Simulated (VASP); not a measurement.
# Al2Cu (I4/mcm) in VASP: a series of runs, part 2 of 3

VASP 6.6.1.

## (4) Single point, PBEsol

This run uses another cell than the first one, of 14.72 Å³/atom.

File INCAR:

```
SYSTEM = Al2Cu
PREC = Accurate
ENCUT = 520
EDIFF = 1E-7
ISMEAR = 0
SIGMA = 0.15
LREAL = .FALSE.
LASPH = .TRUE.
NELM = 60
ALGO = Fast
ISIF = 2
LWAVE = .FALSE.
LCHARG = .FALSE.
GGA = PS
NBANDS = 26
```

File KPOINTS:

```
regular mesh
0
G
  10 10 10
  0 0 0
```

File POSCAR:

```
Al2Cu
1.0
   -3.0864000000      3.0864000000      2.3172500000
    3.0864000000     -3.0864000000      2.3172500000
    3.0864000000      3.0864000000     -2.3172500000
Al Cu
4 2
Direct
    0.1593210787      0.6593210787      0.8186421574
    0.6593210787      0.8406789213      0.5000000000
    0.8406789213      0.3406789213      0.1813578426
    0.3406789213      0.1593210787      0.5000000000
    0.7500000000      0.7500000000      0.0000000000
    0.2500000000      0.2500000000      0.0000000000
```

Potentials or basis: VASP PAW PBE potentials, release 64 (Al, Cu).

Launch:

```
> cat potpaw_PBE.64/Al/POTCAR potpaw_PBE.64/Cu/POTCAR > POTCAR
> mpirun -np 1 vasp_std > vasp.out
```

OUTCAR:

```text
SYSTEM = Al2Cu
   PREC = Accurate
   ENCUT = 520
   EDIFF = 1E-7
   ISMEAR = 0
   LREAL = .FALSE.
   LASPH = .TRUE.
   NELM = 60
   ISIF = 2
   GGA = PS

 ion  position               nearest neighbor table
   1  0.159  0.659  0.819-   5 2.59   6 2.59   5 2.59   6 2.59   3 2.78   3 2.81   3 2.81   4 3.04
                             2 3.04   2 3.04   4 3.04   4 3.28   2 3.28   2 3.28   4 3.28
   2  0.659  0.841  0.500-   6 2.59   5 2.59   5 2.59   6 2.59   4 2.78   4 2.81   4 2.81   3 3.04
                             1 3.04   1 3.04   3 3.04   1 3.28   3 3.28   1 3.28   3 3.28
   3  0.841  0.341  0.181-   5 2.59   6 2.59   5 2.59   6 2.59   1 2.78   1 2.81   1 2.81   2 3.04
                             4 3.04   4 3.04   2 3.04   4 3.28   2 3.28   4 3.28   2 3.28
   4  0.341  0.159  0.500-   5 2.59   6 2.59   6 2.59   5 2.59   2 2.78   2 2.81   2 2.81   3 3.04
                             1 3.04   1 3.04   3 3.04   1 3.28   3 3.28   3 3.28   1 3.28
   5  0.750  0.750  0.000-   6 2.32   6 2.32   4 2.59   2 2.59   4 2.59   2 2.59   1 2.59   3 2.59
                             3 2.59   1 2.59
   6  0.250  0.250  0.000-   5 2.32   5 2.32   2 2.59   4 2.59   2 2.59   4 2.59   3 2.59   1 2.59
                             1 2.59   3 2.59

  LATTYP: Found a body centered tetragonal cell.
 ALAT       =     6.1728000000
 C/A-ratio  =     0.7507938051

  Lattice vectors:

 A1 = (  -3.0864000000,   3.0864000000,   2.3172500000)
 A2 = (   3.0864000000,  -3.0864000000,   2.3172500000)
 A3 = (   3.0864000000,   3.0864000000,  -2.3172500000)

Analysis of symmetry for initial positions (statically):
=====================================================================
 Subroutine PRICEL returns:
 Original cell was already a primitive cell.

 Routine SETGRP: Setting up the symmetry group for a
 body centered tetragonal supercell.

 Subroutine GETGRP returns: Found 16 space group operations
 (whereof  8 operations were pure point group operations)
 out of a pool of 16 trial point group operations.

The static configuration has the point symmetry C_4h.
 The point group associated with its full space group is D_4h.

Analysis of symmetry for dynamics (positions and initial velocities):
=====================================================================
 Subroutine PRICEL returns:
 Original cell was already a primitive cell.

 Routine SETGRP: Setting up the symmetry group for a
 body centered tetragonal supercell.

 Subroutine GETGRP returns: Found 16 space group operations
 (whereof  8 operations were pure point group operations)
 out of a pool of 16 trial point group operations.

The dynamic configuration has the point symmetry C_4h.
 The point group associated with its full space group is D_4h.

 Subroutine INISYM returns: Found 16 space group operations
 (whereof  8 operations are pure point group operations),
 and found     1 'primitive' translations

----------------------------------------------------------------------------------------

                                     Primitive cell

  volume of cell :      88.2952

  direct lattice vectors                    reciprocal lattice vectors
    -3.086400000  3.086400000  2.317250000     0.000000000  0.162001037  0.215773007
     3.086400000 -3.086400000  2.317250000     0.162001037  0.000000000  0.215773007
     3.086400000  3.086400000 -2.317250000     0.162001037  0.162001037  0.000000000

[... 47 lines left out ...]
            Coordinates               Weight
  0.000000  0.000000  0.000000      1.000000
  0.100000  0.000000  0.000000      8.000000
  0.200000  0.000000  0.000000      8.000000
  0.300000  0.000000 -0.000000      8.000000
  0.400000  0.000000 -0.000000      8.000000
  0.500000  0.000000 -0.000000      4.000000
[... 16 lines left out ...]
  0.300000  0.300000 -0.000000      8.000000
  0.400000  0.300000  0.000000     16.000000
 [... further k-points ...]
   k-points           NKPTS =    102   k-points in BZ     NKDIM =    102   number of bands    NBANDS=     26
   number of dos      NEDOS =    301   number of ions     NIONS =      6
   total plane-waves  NPLWV =  64000
   dimension x,y,z NGX =    40 NGY =   40 NGZ =   40
   dimension x,y,z NGXF=    80 NGYF=   80 NGZF=   80
   ions per type =               4   2
   NGX,Y,Z   is equivalent  to a cutoff of  13.46, 13.46, 13.46 a.u.
   NGXF,Y,Z  is equivalent  to a cutoff of  26.91, 26.91, 26.91 a.u.
 SYSTEM =  Al2Cu
   PREC   = accura    normal or accurate (medium, high low for compatibility)
   ISTART =      0    job   : 0-new  1-cont  2-samecut
   ICHARG =      2    charge: 1-file 2-atom 10-const
   ISPIN  =      1    spin polarized calculation?
   LNONCOLLINEAR =      F non collinear calculations
   LSORBIT =      F    spin-orbit coupling
   LASPH  =      T    aspherical Exc in radial PAW
   ENCUT  =  520.0 eV  38.22 Ry    6.18 a.u.   9.19  9.19  9.19*2*pi/ulx,y,z
   NELM   =     60;   NELMIN=  2; NELMDL= -5     # of ELM steps
   EDIFF  = 0.1E-06   stopping-criterion for ELM
   LREAL  =      F    real-space projection
   EDIFFG = 0.1E-05   stopping-criterion for IOM
   NSW    =      0    number of steps for IOM
   IBRION =     -1    ionic relax: 0-MD 1-quasi-New 2-CG
   NFREE  =      0    steps in history (QN), initial steepest desc. (CG)
   ISIF   =      2    stress and relaxation
   ISYM   =      2    0-nonsym 1-usesym 2-fastsym
   POTIM  = 0.5000    time-step for ionic-motion
   TEBEG  =    0.0;   TEEND  =   0.0 temperature during run
   PSTRESS=    0.0 pullay stress
   NELECT =      34.0000    total number of electrons
   NUPDOWN=      -1.0000    fix difference up-down
   EMIN   =  10.00;   EMAX   =-10.00  energy-range for DOS
   EFERMI =   0.00;   METHOD = LEGACY
   ISMEAR =     0;   SIGMA  =   0.15  broadening in eV -4-tet -1-fermi 0-gaus
   EFERMI_NEDOS =   21; number of points for ismear=-14 and -15
   IALGO  =     68    algorithm
   IMIX   =      4    mixing-type and parameters
     AMIX     =   0.40;   BMIX     =  1.00
     AMIX_MAG =   1.60;   BMIX_MAG =  1.00
  volume/ion in A,a.u.               =      14.72        99.31
  Fermi-wavevector in a.u.,A,eV,Ry     =   1.191028  2.250717 19.300519  1.418548
  Thomas-Fermi vector in A             =   2.327099
   LORBIT       =      0    0 simple, 1 ext, 2 COOP (PROOUT), +10 PAW based schemes
   GGA     = PS    functional components
   LHFCALC =     F    Hartree Fock is set to
   AEXX    =    0.0000 exact exchange contribution
   IVDW    =     0    specifies the selected vdW correction
   LEPSILON=     F    determine dielectric tensor
   LRPA    =     F    only Hartree local field effects (RPA)
 non-spin polarized calculation
 RMM-DIIS sequential band-by-band and
 Gauss-broadening in eV      SIGMA  =   0.15
  energy-cutoff  :      520.00
  volume of cell :       88.30
 maximum number of plane-waves:      2406
 NGX is ok and might be reduce to    40
   NGX = 19   NGY = 19   NGZ = 19

 number of electron      34.0000022 magnetization

 Free energy of the ion-electron system (eV)
  ---------------------------------------------------
  ext. energy  EPLUGINS =         0.00000000
  ---------------------------------------------------
  free energy    TOTEN  =       -25.88493871 eV

  energy without entropy =      -25.86082232  energy(sigma->0) =      -25.87288052

 E-fermi :   8.1398     XC(G=0): -10.9987

 val. band max:        8.1136701450   @ k =   0.2000   0.2000   0.2000
 cond. band min:       8.1491171755   @ k =  -0.2000  -0.3000   0.1000
 fundamental gap:      0.0354470305
 Fermi energy:         8.1397811131

 k-point     1 :       0.0000    0.0000    0.0000
  band No.  band energies     occupation
      1      -2.8124      2.00000
      2       2.5375      2.00000
      3       2.6550      2.00000
      4       2.8642      2.00000
      5       2.8642      2.00000
      6       3.7465      2.00000
[... 685 lines left out ...]
     25      14.3913      0.00000
     26      14.8613      0.00000

 [... further k-points ...]
[... 5 lines left out ...]
  --------------------------------------------------------------------------------------
  -------------------------------------------------------------------------------------
  Total       -2.6394896     -2.6394896      3.3223769      0.0000000      0.0000000      0.0000000
  in kB      -47.8953371    -47.8953371     60.2867920      0.0000000      0.0000000      0.0000000
  external PRESSURE =     -11.8346274 kB  Pullay stress =       0.0000000 kB

 VOLUME and BASIS-vectors are now :
 -----------------------------------------------------------------------------
  energy-cutoff  :      520.00
  volume of cell :       88.30
      direct lattice vectors                 reciprocal lattice vectors
    -3.086400000  3.086400000  2.317250000     0.000000000  0.162001037  0.215773007
     3.086400000 -3.086400000  2.317250000     0.162001037  0.000000000  0.215773007
     3.086400000  3.086400000 -2.317250000     0.162001037  0.162001037  0.000000000

 POSITION                                       TOTAL-FORCE (eV/Angst)
 -----------------------------------------------------------------------------------
      4.06986      0.98346      0.00000        -0.119753     -0.119753      0.000000
      2.10294      0.98346      2.31725         0.119753     -0.119753      0.000000
     -0.98346      2.10294      2.31725         0.119753      0.119753     -0.000000
      0.98346      2.10294      0.00000        -0.119753      0.119753      0.000000
      0.00000      0.00000      3.47588         0.000000     -0.000000      0.000000
      0.00000      0.00000      1.15863         0.000000     -0.000000      0.000000
 -----------------------------------------------------------------------------------
    total drift:                               -0.000000     -0.000000      0.000000

  FREE ENERGIE OF THE ION-ELECTRON SYSTEM (eV)
  ---------------------------------------------------
  free  energy   TOTEN  =       -25.8849387064 eV

  energy  without entropy=      -25.8608223236  energy(sigma->0) =      -25.87288052
```

OSZICAR:

```text
N       E                     dE             d eps       ncg     rms          rms(c)
DAV:   1     0.183667841460E+03    0.18367E+03   -0.13635E+04  5304   0.146E+03
DAV:   2    -0.188159764146E+02   -0.20248E+03   -0.19024E+03  5338   0.288E+02
DAV:   3    -0.306251849986E+02   -0.11809E+02   -0.11047E+02  6852   0.893E+01
DAV:   4    -0.309715231136E+02   -0.34634E+00   -0.34457E+00  8094   0.132E+01
[... 10 lines left out ...]
RMM:  15    -0.258849390286E+02    0.24341E-05   -0.39690E-05  7172   0.593E-02    0.125E-02
RMM:  16    -0.258849398382E+02   -0.80962E-06   -0.14158E-05  7650   0.242E-02    0.100E-02
RMM:  17    -0.258849386174E+02    0.12208E-05   -0.43235E-06  6487   0.269E-02    0.151E-03
RMM:  18    -0.258849386739E+02   -0.56554E-07   -0.11871E-06  6635   0.680E-03    0.647E-04
RMM:  19    -0.258849387064E+02   -0.32484E-07   -0.19056E-07  4681   0.421E-03
   1 F= -.25884939E+02 E0= -.25872881E+02  d E =-.241164E-01
```

Run time: 7 min. Hardware: 1 thread of Intel Xeon Platinum 8259CL at 2.50GHz (Skylake/Cascade Lake), shared host; peak memory 0.37 GiB.

Results:

- Free energy: -25.8849 eV
- Pressure: -1.2 GPa
- Largest force: 0.169 eV/Å
- Band gap on the k mesh: zero (bands 17 and 18 overlap by 4.82 eV)

Forces on the atoms (eV/Å):
```
Al  -0.120 -0.120  0.000
Al   0.120 -0.120  0.000
Al   0.120  0.120  0.000
Al  -0.120  0.120  0.000
Cu   0.000  0.000  0.000
Cu   0.000  0.000  0.000
```

Levels at points of the mesh, in eV from the Fermi level:
```tsv
k point	band 15	band 16	band 17	band 18	band 19	band 20
(0.00, 0.00, 0.00)	-1.17	-1.10	-1.10	-1.03	0.05	0.07
(0.50, 0.00, 0.00)	-2.75	-2.75	-0.08	-0.08	3.52	3.52
(0.50, 0.50, 0.00)	-1.96	-1.75	-0.65	-0.40	0.24	0.64
(0.50, 0.50, 0.50)	-3.16	-1.65	2.85	2.96	2.96	3.07
```

Caveat: the stress differs along the axes, from -5 to 6 GPa; the PAW data sets were made with another functional, which shifts forces and pressure a little.

(Part 2 of 3 ends here.)

The gap in the log of VASP goes by the Fermi energy; the results here count the filled bands.